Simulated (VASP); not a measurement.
# Al2Cu in VASP: a series of runs, part 2 of 2

VASP 6.6.1. The steps go on from the part before.

## Step 4: Single point, PBE

File INCAR:

```
ALGO = Fast
EDIFF = 1E-6
ENCUT = 520
GGA = PE
ISIF = 2
ISMEAR = 1
LASPH = True
LCHARG = True
LELF = True
LREAL = False
LVHAR = True
LWAVE = False
NBANDS = 16
NELM = 80
PREC = Accurate
SIGMA = 0.023
```

File KPOINTS:

```
k-points
0
Gamma
  4 4 6
```

File POSCAR:

```
Al2Cu
1.0
    4.1051820000      0.0000000000      0.0000000000
    0.0000000000      4.1051820000      0.0000000000
    0.0000000000      0.0000000000      2.8913130000
Al Cu
2 1
Direct
    0.5000000000      0.0000000000      0.5000000000
    0.0000000000      0.5000000000      0.5000000000
    0.0000000000      0.0000000000      0.0000000000
```

Potentials or basis: VASP PAW PBE potentials, release 64 (Al, Cu).

Run with:

```
$ cat potpaw_PBE.64/Al/POTCAR potpaw_PBE.64/Cu/POTCAR > POTCAR
$ mpirun -np 1 vasp_std > vasp.out
```

OUTCAR:

```text
EDIFF = 1E-6
   ENCUT = 520
   GGA = PE
   ISIF = 2
   ISMEAR = 1
   LASPH = True
   LREAL = False
   NELM = 80
   PREC = Accurate

 ion  position               nearest neighbor table
   1  0.500  0.000  0.500-   3 2.51   3 2.51   3 2.51   3 2.51   2 2.90   2 2.90   2 2.90   2 2.90

   2  0.000  0.500  0.500-   3 2.51   3 2.51   3 2.51   3 2.51   1 2.90   1 2.90   1 2.90   1 2.90

   3  0.000  0.000  0.000-   1 2.51   2 2.51   1 2.51   2 2.51   2 2.51   2 2.51   1 2.51   1 2.51

  LATTYP: Found a simple tetragonal cell.
 ALAT       =     4.1051820000
 C/A-ratio  =     0.7043081159

  Lattice vectors:

 A1 = (   4.1051820000,   0.0000000000,   0.0000000000)
 A2 = (   0.0000000000,   4.1051820000,   0.0000000000)
 A3 = (   0.0000000000,   0.0000000000,   2.8913130000)

Analysis of symmetry for initial positions (statically):
=====================================================================
 Subroutine PRICEL returns:
 Original cell was already a primitive cell.

 Routine SETGRP: Setting up the symmetry group for a
 simple tetragonal supercell.

 Subroutine GETGRP returns: Found 16 space group operations
 (whereof 16 operations were pure point group operations)
 out of a pool of 16 trial point group operations.

The static configuration has the point symmetry D_4h.

Analysis of symmetry for dynamics (positions and initial velocities):
=====================================================================
 Subroutine PRICEL returns:
 Original cell was already a primitive cell.

 Routine SETGRP: Setting up the symmetry group for a
 simple tetragonal supercell.

 Subroutine GETGRP returns: Found 16 space group operations
 (whereof 16 operations were pure point group operations)
 out of a pool of 16 trial point group operations.

[... 118 lines left out ...]
   IALGO  =     68    algorithm
   IMIX   =      4    mixing-type and parameters
     AMIX     =   0.40;   BMIX     =  1.00
     AMIX_MAG =   1.60;   BMIX_MAG =  1.00
  volume/ion in A,a.u.               =      16.24       109.61
  Fermi-wavevector in a.u.,A,eV,Ry     =   1.152492  2.177894 18.071765  1.328237
  Thomas-Fermi vector in A             =   2.289142
   LORBIT       =      0    0 simple, 1 ext, 2 COOP (PROOUT), +10 PAW based schemes
   GGA     = PE    functional components
   LHFCALC =     F    Hartree Fock is set to
   AEXX    =    0.0000 exact exchange contribution
   IVDW    =     0    specifies the selected vdW correction
   LEPSILON=     F    determine dielectric tensor
   LRPA    =     F    only Hartree local field effects (RPA)
 non-spin polarized calculation
 RMM-DIIS sequential band-by-band and
 Methfessel and Paxton  Order N= 1 SIGMA  =   0.02
  energy-cutoff  :      520.00
  volume of cell :       48.73
 maximum number of plane-waves:      1339
 NGX is ok and might be reduce to    32

 number of electron      16.9999979 magnetization

 Free energy of the ion-electron system (eV)
  ---------------------------------------------------
  ext. energy  EPLUGINS =         0.00000000
  ---------------------------------------------------
  free energy    TOTEN  =       -11.26608233 eV

  energy without entropy =      -11.26591655  energy(sigma->0) =      -11.26602707

 E-fermi :   7.0396     XC(G=0): -10.3877

 val. band max:        7.0373381488   @ k =   0.5000   0.5000   0.5000
 cond. band min:       7.3058024662   @ k =   0.0000   0.0000   0.3333
 fundamental gap:      0.2684643174
 Fermi energy:         7.0396154533

 k-point     1 :       0.0000    0.0000    0.0000
  band No.  band energies     occupation
      1      -3.3718      2.00000
      2       1.7356      2.00000
      3       2.2582      2.00000
      4       2.8915      2.00000
      5       3.0915      2.00000
      6       3.0915      2.00000
[... 433 lines left out ...]
      3       2.8321      2.00000
      4       2.8942      2.00000
      5       3.2363      2.00000
      6       3.6831      2.00000
[... 8 lines left out ...]
     15      20.1235      0.00000
     16      21.6241      0.00000

------------------------ aborting loop because EDIFF is reached ----------------------------------------

  FORCE on cell =-STRESS in cart. coord.  units (eV):
  Direction    XX          YY          ZZ          XY          YZ          ZX
  --------------------------------------------------------------------------------------
  -------------------------------------------------------------------------------------
  Total       -0.0747028     -0.0747028      0.8969435      0.0000000     -0.0000000      0.0000000
  in kB       -2.4563351     -2.4563351     29.4927803      0.0000000     -0.0000000      0.0000000
  external PRESSURE =       8.1933700 kB  Pullay stress =       0.0000000 kB

 VOLUME and BASIS-vectors are now :
 -----------------------------------------------------------------------------
  energy-cutoff  :      520.00
  volume of cell :       48.73
      direct lattice vectors                 reciprocal lattice vectors
     4.105182000  0.000000000  0.000000000     0.243594559  0.000000000  0.000000000
     0.000000000  4.105182000  0.000000000     0.000000000  0.243594559  0.000000000
     0.000000000  0.000000000  2.891313000     0.000000000  0.000000000  0.345863627

 POSITION                                       TOTAL-FORCE (eV/Angst)
 -----------------------------------------------------------------------------------
      2.05259      0.00000      1.44566         0.000000      0.000000      0.000000
      0.00000      2.05259      1.44566         0.000000      0.000000      0.000000
      0.00000      0.00000      0.00000         0.000000      0.000000      0.000000
 -----------------------------------------------------------------------------------
    total drift:                                0.000000      0.000000      0.000000

  FREE ENERGIE OF THE ION-ELECTRON SYSTEM (eV)
  ---------------------------------------------------
  free  energy   TOTEN  =       -11.2660823333 eV

  energy  without entropy=      -11.2659165459  energy(sigma->0) =      -11.26602707
```

stdout:

```text
POSCAR found type information on POSCAR AlCu
 POSCAR found :  2 types and       3 ions
 scaLAPACK will be used
 LDA part: xc-table for (Slater+PW92), standard interpolation
 POSCAR, INCAR and KPOINTS ok, starting setup
 FFT: planning ... GRIDC
 FFT: planning ... GRID_SOFT
 FFT: planning ... GRID
 WAVECAR not read
 entering main loop
```

Wall time 34 s (1 thread of AMD EPYC 7R13, shared host); peak memory 0.13 GiB.

What came out:

| Property | Result |
| --- | --- |
| Free energy | -11.2661 eV |
| Pressure | 0.8 GPa |

Caveat: the k points lie up to 0.38 Å⁻¹ apart.

## Step 5: Single point, PBE

File INCAR:

```
SYSTEM = Al2Cu
ALGO     = Normal         ! electronic algorithm
EDIFF    = 1E-6           ! SCF threshold, eV
ENCUT    = 520            ! plane-wave cutoff, eV
GGA      = PE             ! functional
ISIF     = 2              ! what is computed and relaxed
ISMEAR   = 0              ! smearing method
LASPH    = .TRUE.         ! aspherical terms in the spheres
LCHARG   = .FALSE.        ! write CHGCAR
LREAL    = .FALSE.        ! projectors in reciprocal space
LWAVE    = .FALSE.        ! write WAVECAR
NBANDS   = 16             ! bands
NELM     = 100            ! most SCF steps
PREC     = Accurate       ! precision mode
SIGMA    = 0.1            ! smearing width, eV
```

File KPOINTS:

```
k-points
0
G
  4 4 6
  0 0 0
```

POSCAR: that of step 4 with these lines changed.

```diff
@@ -9,3 +9,3 @@
     0.5000000000      0.0000000000      0.5000000000
-    0.0000000000      0.5000000000      0.5000000000
+    0.0121797280      0.5000000000      0.5000000000
     0.0000000000      0.0000000000      0.0000000000
```

Run with:

```
$ cat potpaw_PBE.64/Al/POTCAR potpaw_PBE.64/Cu/POTCAR > POTCAR
$ mpirun -np 1 vasp_std > vasp.out
```

Run time: 32 s. Hardware: 1 thread of AMD EPYC 7R13, shared host; peak memory 0.14 GiB.

The run converged. Its results:

```yaml
Free_energy: -11.2653 eV
Pressure: 0.7 GPa
Largest_force: 0.100 eV/Å
```

Forces in eV/Å, atoms in the order of the input:
```
Al   0.100  0.000  0.000
Al  -0.088  0.000  0.000
Cu  -0.013  0.000  0.000
```

Stress tensor (GPa, compression positive):
```
-0.41  0.00  0.00
 0.00 -0.46  0.00
 0.00  0.00  2.86
```

Levels at points of the mesh, in eV from the Fermi level:
```
           k point  band 5  band 6  band 7  band 8  band 9  band 10  band 11  band 12  band 13  band 14
(0.00, 0.00, 0.00)   -3.98   -3.98   -2.29   -2.29   -0.04     0.98     6.03     6.24     6.26     7.11
(0.50, 0.00, 0.00)   -4.24   -4.01   -3.97   -0.97    1.63     1.80     2.00     7.43     8.46     9.26
(0.00, 0.50, 0.00)   -4.24   -4.01   -3.97   -0.97    1.57     1.88     1.99     7.43     8.46     9.26
(0.50, 0.50, 0.00)   -4.29   -4.12   -4.00   -4.00   -2.36     8.60     8.60     9.37     9.94    10.17
(0.00, 0.00, 0.50)   -4.69   -4.00   -2.94    2.56    2.57     2.57     2.85     2.86     3.23     3.68
(0.50, 0.00, 0.50)   -4.08   -4.05   -2.97   -2.40   -1.65     3.69     4.09     4.44     5.02     6.06
(0.00, 0.50, 0.50)   -4.08   -4.05   -2.97   -2.41   -1.65     3.72     4.08     4.41     5.02     6.07
(0.50, 0.50, 0.50)   -3.83   -3.38   -2.18   -2.18   -0.84    -0.78    -0.03    -0.02     2.50    11.67
```

Caveat: the k points lie up to 0.38 Å⁻¹ apart.

## Step 6: Overview

```tsv
level	U	cell	k mesh	smearing	LDAUTYPE	hund's J	gap on the mesh (eV)	pressure (GPa)
PBE+D4	-	a = 4.105, b = 4.105, c = 2.891 Å, 3 atoms	1 × 1 × 2	fermi-dirac 0.0861733 eV	-	-	none	7.8
PBE+U	Cu d U = 7.0 eV, J = 0.84 eV	a = 3.911, b = 3.911, c = 2.755 Å, 3 atoms	2 × 2 × 2	gaussian 0.1 eV	1	0.84	none	15.1
PBE	-	a = 4.105, b = 4.105, c = 2.891 Å, 3 atoms	4 × 4 × 6	methfessel-paxton 0.023 eV	-	-	none	0.8
PBE	-	a = 4.105, b = 4.105, c = 2.891 Å, 3 atoms	4 × 4 × 6	gaussian 0.1 eV	-	-	none	0.7
```

Some of these runs hold the atoms at other places in the same cell, which the table doesn't show; runs alike in all that it shows share one row.

Alike in all rows: task single point; potentials or basis VASP PAW PBE potentials, release 64 (Al, Cu); no spin polarisation; cutoff (eV) 520.

Caveats: all runs use coarse meshes; pairwise dispersion overbinds metals, which lowers pressure and volume (some runs); U without spin polarisation on a metal has little footing (some runs); the U is typed as a test and isn't derived for this compound (some runs).

Absolute energies hang on the potentials; compare differences alone.
